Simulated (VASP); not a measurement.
# C (Fd-3m) in VASP: single point with BLYP

Aim: the single point of C with BLYP.

Everything below comes from runs of VASP 6.6.1. Logs are shortened: lines on timing, memory, paths and dates and some standing lists are left out, and cuts for length are marked.

**1. The cell of the first run**

It takes space group Fd-3m (No. 227, cubic). The conventional cell has a = 3.447 Å, b = 3.447 Å, c = 3.447 Å, α = 90.00°, β = 90.00°, γ = 90.00°. Within 2.0 Å of C (site symmetry -43m) lie 4 C at 1.49 Å.

**2. Single point, BLYP (5.12 Å³/atom)**

INCAR reads:

```
SYSTEM = C
PREC = Accurate
ENCUT = 520
EDIFF = 1E-7
ISMEAR = -1
SIGMA = 0.1
LREAL = .FALSE.
LASPH = .TRUE.
NELM = 100
ALGO = Normal
ISIF = 2
LWAVE = .FALSE.
LCHARG = .TRUE.
GGA = B5
ALDAX = 1.0
AGGAX = 1.0
AGGAC = 1.0
ALDAC = 0.0
LELF = .TRUE.
LVHAR = .TRUE.
ISYM = 0
NBANDS = 11
```

KPOINTS reads:

```
Automatic mesh
0
G
  17 17 19
  0 0 0
```

POSCAR reads:

```
C
1.0
   -1.2188381918      1.2188387657      1.7236515366
    1.2188387657     -1.2188381918      1.7236515366
    1.2188396240      1.2188396240     -1.7236504855
C
2
Direct
    0.0000001117      0.9999998883      0.0000000000
    0.7499998883      0.2500001117      0.5000000000
```

Potentials or basis: VASP PAW PBE potentials, release 64 (C).

On the command line:

```
cat potpaw_PBE.64/C/POTCAR > POTCAR
mpirun -np 1 vasp_std > vasp.out
```

OUTCAR:

```text
SYSTEM = C
   PREC = Accurate
   ENCUT = 520
   EDIFF = 1E-7
   ISMEAR = -1
   LREAL = .FALSE.
   LASPH = .TRUE.
   NELM = 100
   ISIF = 2
   GGA = B5
   ISYM = 0

 ion  position               nearest neighbor table
   1  0.000  1.000  0.000-   2 1.49   2 1.49   2 1.49   2 1.49
   2  0.750  0.250  0.500-   1 1.49   1 1.49   1 1.49   1 1.49

IMPORTANT INFORMATION: All symmetrisations will be switched off!
NOSYMM: (Re-)initialisation of all symmetry stuff for point group C_1.

----------------------------------------------------------------------------------------

                                     Primitive cell

  volume of cell :      10.2424

  direct lattice vectors                    reciprocal lattice vectors
    -1.218838192  1.218838766  1.723651537    -0.000000366  0.410226263  0.290081766
     1.218838766 -1.218838192  1.723651537     0.410226263 -0.000000366  0.290081766
     1.218839624  1.218839624 -1.723650486     0.410226147  0.410226147 -0.000000137

  length of vectors
     2.437644169  2.437644169  2.437644571     0.502427127  0.502427127  0.580147380

  position of ions in fractional coordinates (direct lattice)
     0.000000112  0.999999888  1.000000000
     0.749999888  0.250000112  0.500000000

  ion indices of the primitive-cell ions
   primitive index   ion index
                 1           1
                 2           2

----------------------------------------------------------------------------------------

 KPOINTS: Automatic mesh

Automatic generation of k-mesh.
 Grid dimensions read from file:
 generate k-points for:   17   17   19

 Generating k-lattice:

  Cartesian coordinates                     Fractional coordinates (reciprocal lattice)
    -0.000000022  0.024130957  0.017063633     0.058823529  0.000000000 -0.000000000
     0.024130957 -0.000000022  0.017063633     0.000000000  0.058823529 -0.000000000
     0.021590850  0.021590850 -0.000000007    -0.000000000 -0.000000000  0.052631579

  Length of vectors
     0.029554537  0.029554537  0.030534073

  Shift w.r.t. Gamma in fractional coordinates (k-lattice)
     0.000000000  0.000000000  0.000000000

 -----------------------------------------------------------------------------
|                                                                             |
|           W    W    AA    RRRRR   N    N  II  N    N   GGGG   !!!           |
|           W    W   A  A   R    R  NN   N  II  NN   N  G    G  !!!           |
|           W    W  A    A  R    R  N N  N  II  N N  N  G       !!!           |
|           W WW W  AAAAAA  RRRRR   N  N N  II  N  N N  G  GGG   !            |
|           WW  WW  A    A  R   R   N   NN  II  N   NN  G    G                |
|           W    W  A    A  R    R  N    N  II  N    N   GGGG   !!!           |
|                                                                             |
|     Your reciprocal lattice and k-lattice belong to different lattice       |
[... 73 lines left out ...]
   NELECT =       8.0000    total number of electrons
   NUPDOWN=      -1.0000    fix difference up-down
   EMIN   =  10.00;   EMAX   =-10.00  energy-range for DOS
   EFERMI =   0.00;   METHOD = LEGACY
   ISMEAR =    -1;   SIGMA  =   0.10  broadening in eV -4-tet -1-fermi 0-gaus
   EFERMI_NEDOS =   21; number of points for ismear=-14 and -15
   IALGO  =     38    algorithm
   IMIX   =      4    mixing-type and parameters
     AMIX     =   0.40;   BMIX     =  1.00
     AMIX_MAG =   1.60;   BMIX_MAG =  1.00
  volume/ion in A,a.u.               =       5.12        34.56
  Fermi-wavevector in a.u.,A,eV,Ry     =   1.507662  2.849069 30.926662  2.273046
  Thomas-Fermi vector in A             =   2.618219
   LORBIT       =      0    0 simple, 1 ext, 2 COOP (PROOUT), +10 PAW based schemes
   GGA     = B5    functional components
   LHFCALC =     F    Hartree Fock is set to
   AEXX    =    0.0000 exact exchange contribution
   IVDW    =     0    specifies the selected vdW correction
   LEPSILON=     F    determine dielectric tensor
   LRPA    =     F    only Hartree local field effects (RPA)
 non-spin polarized calculation
  energy-cutoff  :      520.00
  volume of cell :       10.24
 maximum number of plane-waves:       291
   NGX =  9   NGY =  9   NGZ =  9

 number of electron       7.9999998 magnetization

 Free energy of the ion-electron system (eV)
  ---------------------------------------------------
  ext. energy  EPLUGINS =         0.00000000
  ---------------------------------------------------
  free energy    TOTEN  =       -16.45995785 eV

  energy without entropy =      -16.45995785  energy(sigma->0) =      -16.45995785

 E-fermi :  13.3488     XC(G=0): -13.0460

 val. band max:       11.5460467161   @ k =   0.0000   0.0000   0.0000
 cond. band min:      16.2568041506   @ k =  -0.3529   0.3529   0.0000
 fundamental gap:      4.7107574345
 Fermi energy:        13.3487970042

 k-point     1 :       0.0000    0.0000    0.0000
  band No.  band energies     occupation
      1     -11.0437      2.00000
      2      11.5456      2.00000
      3      11.5456      2.00000
      4      11.5460      2.00000
      5      17.5921      0.00000
      6      17.5924      0.00000
      7      17.5924      0.00000
      8      27.4503      0.00000
      9      32.7577      0.00000
     10      39.6316      0.00000
     11      39.6331      0.00000
[... 309 lines left out ...]
 k-point    24 :      -0.1765    0.0588    0.0000
  band No.  band energies     occupation
      1     -10.2312      2.00000
      2       7.9344      2.00000
      3       9.8515      2.00000
      4      10.6452      2.00000
      5      18.2297      0.00000
      6      19.7780      0.00000
      7      19.9884      0.00000
      8      27.4579      0.00000
      9      33.7670      0.00000
     10      34.2925      0.00000
     11      37.4135      0.00000

 [... further k-points ...]
[... 5 lines left out ...]
  --------------------------------------------------------------------------------------
  -------------------------------------------------------------------------------------
  Total        4.2888282      4.2888280      4.2906811     -0.0000341     -0.0000284     -0.0000285
  in kB      670.8832483    670.8832160    671.1730909     -0.0053386     -0.0044425     -0.0044649
  external PRESSURE =     670.9798518 kB  Pullay stress =       0.0000000 kB

 VOLUME and BASIS-vectors are now :
 -----------------------------------------------------------------------------
  energy-cutoff  :      520.00
  volume of cell :       10.24
      direct lattice vectors                 reciprocal lattice vectors
    -1.218838192  1.218838766  1.723651537    -0.000000366  0.410226263  0.290081766
     1.218838766 -1.218838192  1.723651537     0.410226263 -0.000000366  0.290081766
     1.218839624  1.218839624 -1.723650486     0.410226147  0.410226147 -0.000000137

 POSITION                                       TOTAL-FORCE (eV/Angst)
 -----------------------------------------------------------------------------------
      1.21884     -1.21884      1.72365         0.000029     -0.000029     -0.000000
      0.00000      1.21884      0.86183        -0.000029      0.000029      0.000000
 -----------------------------------------------------------------------------------
    total drift:                               -0.000000      0.000000     -0.000000

  FREE ENERGIE OF THE ION-ELECTRON SYSTEM (eV)
  ---------------------------------------------------
  free  energy   TOTEN  =       -16.4599578532 eV

  energy  without entropy=      -16.4599578531  energy(sigma->0) =      -16.45995785
```

OSZICAR:

```text
N       E                     dE             d eps       ncg     rms          rms(c)
DAV:   1     0.231302740186E+01    0.23130E+01   -0.50064E+03 62697   0.732E+02
DAV:   2    -0.170830337650E+02   -0.19396E+02   -0.18764E+02 77238   0.128E+02
DAV:   3    -0.174421712376E+02   -0.35914E+00   -0.35833E+00 70799   0.133E+01
DAV:   4    -0.174427189260E+02   -0.54769E-03   -0.54768E-03 64680   0.644E-01
DAV:   5    -0.174427195124E+02   -0.58646E-06   -0.58645E-06 69340   0.199E-02    0.644E+00
DAV:   6    -0.167138657055E+02    0.72885E+00   -0.39991E-01 61561   0.465E+00    0.379E+00
DAV:   7    -0.164576283746E+02    0.25624E+00   -0.53089E-01 65519   0.535E+00    0.923E-01
DAV:   8    -0.164599309718E+02   -0.23026E-02   -0.13364E-02 63340   0.920E-01    0.491E-02
DAV:   9    -0.164599465057E+02   -0.15534E-04   -0.74132E-05 71387   0.717E-02    0.322E-02
DAV:  10    -0.164599575021E+02   -0.10996E-04   -0.85166E-06 63928   0.260E-02    0.996E-03
DAV:  11    -0.164599578277E+02   -0.32557E-06   -0.26282E-07 73256   0.470E-03    0.171E-03
DAV:  12    -0.164599578532E+02   -0.25553E-07   -0.18822E-08 34779   0.125E-03
   1 F= -.16459958E+02 E0= -.16459958E+02  d E =-.103341E-09
```

stdout:

```text
POSCAR found type information on POSCAR C
 POSCAR found :  1 types and       2 ions
 scaLAPACK will be used
 -----------------------------------------------------------------------------
|                                                                             |
|                                                                             |
|     You enforced a specific xc type in the INCAR file but a different       |
[... 21 lines left out ...]
|                                                                             |
 -----------------------------------------------------------------------------

 POSCAR, INCAR and KPOINTS ok, starting setup
 FFT: planning ... GRIDC
 FFT: planning ... GRID_SOFT
 FFT: planning ... GRID
 WAVECAR not read
 entering main loop
```

Wall time 2 min (1 thread of Intel Xeon 6975P-C (Granite Rapids), shared host); peak memory 0.34 GiB.

Results:

```
Free energy            : -16.4600 eV
Pressure               : 67.1 GPa
Band gap on the k mesh : 4.71 eV (least direct gap 6.05 eV)
```

Caveat: the cell stands under pressure; the PAW data sets were made with another functional, which shifts forces and pressure a little; an odd mesh through Γ misses points on the zone boundary, where band edges can lie.
